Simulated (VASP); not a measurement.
# Al5GaAs6 (Pmm2) in VASP: a series of runs, part 2 of 2

VASP 6.6.1. Earlier steps stand in the parts before.

**4. Single point, PBE**

This run uses another cell than the first one, of 23.51 Å³/atom.

INCAR

```
  PREC = Accurate
  ENCUT = 520
  EDIFF = 1E-6
  ISMEAR = 0
  SIGMA = 0.1
  LREAL = F
  LASPH = T
  NELM = 100
  ALGO = Normal
  ISIF = 2
  LWAVE = F
  LCHARG = F
  GGA = PE
  NBANDS = 41
```

KPOINTS

```
Automatic mesh
0
Gamma
  4 2 4
```

POSCAR

```
Al5GaAs6
1.0
    4.0760178345      0.0000000000      0.0000000000
    0.0000000000     12.1518787546      0.0000000000
    0.0000000000      0.0000000000      5.6946254028
Al Ga As
5 1 6
Direct
    0.0000000000      0.8330940633     -0.0005725321
    0.0000000000      0.1669059367     -0.0005725321
    0.5000000000      0.3334357021      0.4993179257
    0.0000000000      0.5000000000     -0.0005432532
    0.5000000000      0.6665642979      0.4993179257
    0.5000000000      0.0000000000      0.4994925008
    0.5000000000      0.8328109520      0.7513906606
    0.0000000000      0.0000000000      0.2485516640
    0.5000000000      0.1671890480      0.7513906606
    0.0000000000      0.3334664657      0.2506963531
    0.5000000000      0.5000000000      0.7508342739
    0.0000000000      0.6665335343      0.2506963531
```

Potentials or basis: VASP PAW PBE potentials, release 64 (Al, Ga_d, As).

Run with:

```bash
> cat potpaw_PBE.64/Al/POTCAR potpaw_PBE.64/Ga_d/POTCAR potpaw_PBE.64/As/POTCAR > POTCAR
> mpirun -np 1 vasp_std > vasp.out
```

OUTCAR:

```text
PREC = Accurate
   ENCUT = 520
   EDIFF = 1E-6
   ISMEAR = 0
   LREAL = F
   LASPH = T
   NELM = 100
   ISIF = 2
   GGA = PE

 ion  position               nearest neighbor table
   1  0.000  0.833  0.999-   8 2.48  12 2.48   7 2.48   7 2.48
   2  0.000  0.167  0.999-   8 2.48  10 2.48   9 2.48   9 2.48
   3  0.500  0.333  0.499-   9 2.48  11 2.48  10 2.48  10 2.48
   4  0.000  0.500  0.999-  10 2.48  12 2.48  11 2.48  11 2.48
   5  0.500  0.667  0.499-   7 2.48  11 2.48  12 2.48  12 2.48
   6  0.500  0.000  0.499-   7 2.49   9 2.49   8 2.49   8 2.49
   7  0.500  0.833  0.751-   5 2.48   1 2.48   1 2.48   6 2.49
   8  0.000  0.000  0.249-   1 2.48   2 2.48   6 2.49   6 2.49
   9  0.500  0.167  0.751-   3 2.48   2 2.48   2 2.48   6 2.49
  10  0.000  0.333  0.251-   4 2.48   2 2.48   3 2.48   3 2.48
  11  0.500  0.500  0.751-   3 2.48   5 2.48   4 2.48   4 2.48
  12  0.000  0.667  0.251-   4 2.48   1 2.48   5 2.48   5 2.48

  LATTYP: Found a simple orthorhombic cell.
 ALAT       =     4.0760178345
 B/A-ratio  =     1.3971051242
 C/A-ratio  =     2.9813114780

  Lattice vectors:

 A1 = (  -4.0760178345,   0.0000000000,   0.0000000000)
 A2 = (   0.0000000000,   0.0000000000,   5.6946254028)
 A3 = (   0.0000000000,  12.1518787546,   0.0000000000)

Analysis of symmetry for initial positions (statically):
=====================================================================
 Subroutine PRICEL returns:
 Original cell was already a primitive cell.

 Routine SETGRP: Setting up the symmetry group for a
 simple orthorhombic supercell.

 Subroutine GETGRP returns: Found  4 space group operations
 (whereof  4 operations were pure point group operations)
 out of a pool of  8 trial point group operations.

The static configuration has the point symmetry C_2v.

Analysis of symmetry for dynamics (positions and initial velocities):
=====================================================================
 Subroutine PRICEL returns:
 Original cell was already a primitive cell.
[... 151 lines left out ...]
   LRPA    =     F    only Hartree local field effects (RPA)
 non-spin polarized calculation
 Gauss-broadening in eV      SIGMA  =   0.10
  energy-cutoff  :      520.00
  volume of cell :      282.06
 maximum number of plane-waves:      7614
   NGX = 15   NGY = 45   NGZ = 21

 number of electron      58.0000030 magnetization

 Free energy of the ion-electron system (eV)
  ---------------------------------------------------
  ext. energy  EPLUGINS =         0.00000000
  ---------------------------------------------------
  free energy    TOTEN  =       -55.06980244 eV

  energy without entropy =      -55.06980244  energy(sigma->0) =      -55.06980244

 E-fermi :   4.0427     XC(G=0):  -8.9838

 val. band max:        3.6096043173   @ k =   0.0000   0.0000   0.0000
 cond. band min:       5.0358939018   @ k =   0.0000   0.0000   0.0000
 fundamental gap:      1.4262895845
 Fermi energy:         4.0427250000

 k-point     1 :       0.0000    0.0000    0.0000
  band No.  band energies     occupation
      1     -10.8546      2.00000
      2     -10.8395      2.00000
      3     -10.8098      2.00000
      4     -10.7727      2.00000
      5     -10.7588      2.00000
      6      -8.2135      2.00000
[... 781 lines left out ...]
     40       8.7792      0.00000
     41       9.0380      0.00000

------------------------ aborting loop because EDIFF is reached ----------------------------------------

  FORCE on cell =-STRESS in cart. coord.  units (eV):
  Direction    XX          YY          ZZ          XY          YZ          ZX
  --------------------------------------------------------------------------------------
  -------------------------------------------------------------------------------------
  Total        0.3980343      0.5507807      0.4790184      0.0000000      0.0000000      0.0000000
  in kB        2.2609261      3.1285609      2.7209345      0.0000000      0.0000000      0.0000000
  external PRESSURE =       2.7034738 kB  Pullay stress =       0.0000000 kB

 VOLUME and BASIS-vectors are now :
 -----------------------------------------------------------------------------
  energy-cutoff  :      520.00
  volume of cell :      282.06
      direct lattice vectors                 reciprocal lattice vectors
     4.076017834  0.000000000  0.000000000     0.245337494  0.000000000  0.000000000
     0.000000000 12.151878755  0.000000000     0.000000000  0.082291802  0.000000000
     0.000000000  0.000000000  5.694625403     0.000000000  0.000000000  0.175604176

 POSITION                                       TOTAL-FORCE (eV/Angst)
 -----------------------------------------------------------------------------------
      0.00000     10.12366      5.69137        -0.000000      0.001402      0.007680
      0.00000      2.02822      5.69137        -0.000000     -0.001402      0.007680
      2.03801      4.05187      2.84343         0.000000     -0.000565      0.008681
      0.00000      6.07594      5.69153        -0.000000      0.000000      0.007655
      2.03801      8.10001      2.84343         0.000000      0.000565      0.008681
      2.03801      0.00000      2.84442        -0.000000      0.000000      0.007305
      2.03801     10.12022      4.27889        -0.000000     -0.004915     -0.005275
      0.00000      0.00000      1.41541        -0.000000      0.000000     -0.013711
      2.03801      2.03166      4.27889        -0.000000      0.004915     -0.005275
      0.00000      4.05224      1.42762        -0.000000      0.000012     -0.007620
      2.03801      6.07594      4.27572        -0.000000      0.000000     -0.008180
      0.00000      8.09963      1.42762        -0.000000     -0.000012     -0.007620
 -----------------------------------------------------------------------------------
    total drift:                                0.000000      0.000000      0.000156

  FREE ENERGIE OF THE ION-ELECTRON SYSTEM (eV)
  ---------------------------------------------------
  free  energy   TOTEN  =       -55.0698024380 eV

  energy  without entropy=      -55.0698024380  energy(sigma->0) =      -55.06980244
```

Wall time 6.2 min (1 thread of AMD EPYC 7R13, shared host); peak memory 0.41 GiB.

What came out:

```
Free energy            : -55.0698 eV
Pressure               : 0.3 GPa
Largest force          : 0.014 eV/Å
Band gap on the k mesh : 1.43 eV
```

Forces in eV/Å, atoms in the order of the input:
```
Al   0.000  0.001  0.008
Al   0.000 -0.001  0.008
Al   0.000 -0.001  0.009
Al   0.000  0.000  0.008
Al   0.000  0.001  0.009
Ga   0.000  0.000  0.007
As   0.000 -0.005 -0.005
As   0.000  0.000 -0.014
As   0.000  0.005 -0.005
As   0.000  0.000 -0.008
As   0.000  0.000 -0.008
As   0.000  0.000 -0.008
```

Levels at points of the mesh, in eV from the valence-band top:
```
           k point  band 25  band 26  band 27  band 28  band 29  band 30  band 31  band 32  band 33  band 34
(0.00, 0.00, 0.00)    -0.47    -0.42    -0.04    -0.01     0.00     1.43     1.45     2.12     2.42     2.47
(0.50, 0.00, 0.00)    -2.19    -2.19    -2.19    -0.96    -0.93     2.00     2.04     2.18     2.18     2.43
(0.00, 0.50, 0.00)    -0.99    -0.55    -0.46    -0.20    -0.06     1.79     1.87     2.37     2.70     3.12
(0.50, 0.50, 0.00)    -2.16    -1.68    -1.67    -1.67    -1.64     1.49     1.49     1.97     2.34     3.55
(0.00, 0.00, 0.50)    -1.10    -1.10    -1.08    -1.08    -0.97     1.86     2.43     2.43     2.45     2.52
(0.50, 0.00, 0.50)    -2.00    -0.90    -0.85    -0.84    -0.81     1.63     1.99     3.71     3.88     3.96
(0.00, 0.50, 0.50)    -1.24    -0.95    -0.88    -0.85    -0.82     1.53     1.93     2.73     2.88     2.91
(0.50, 0.50, 0.50)    -1.96    -1.18    -1.16    -1.16    -1.11     2.58     3.02     3.03     3.12     4.18
```

**5. Overview**

| task | cell | cutoff (eV) | gap on the mesh (eV) | pressure (GPa) | largest force (eV/Å) |
| --- | --- | --- | --- | --- | --- |
| relaxation of cell and atoms | relaxed from a = 3.838, b = 11.514, c = 5.428 Å, 12 atoms | 600 | 1.42 | 0.2 | 0.02 |
| single point | a = 3.838, b = 11.514, c = 5.428 Å, 12 atoms | 520 | 1.15 | 15.8 | 0.10 |
| single point | a = 4.076, b = 12.152, c = 5.695 Å, 12 atoms | 520 | 1.43 | 0.3 | 0.01 |

Alike in all rows: level PBE; potentials or basis VASP PAW PBE potentials, release 64 (Al, Ga_d, As); no spin polarisation; k mesh 4 × 2 × 4; smearing gaussian 0.1 eV.

Caveats: the volume moved by over 15 % at a fixed basis, so the end points are rough (at least some runs); the cell stands under pressure (at least some runs).

Absolute energies hang on the potentials; compare differences alone.
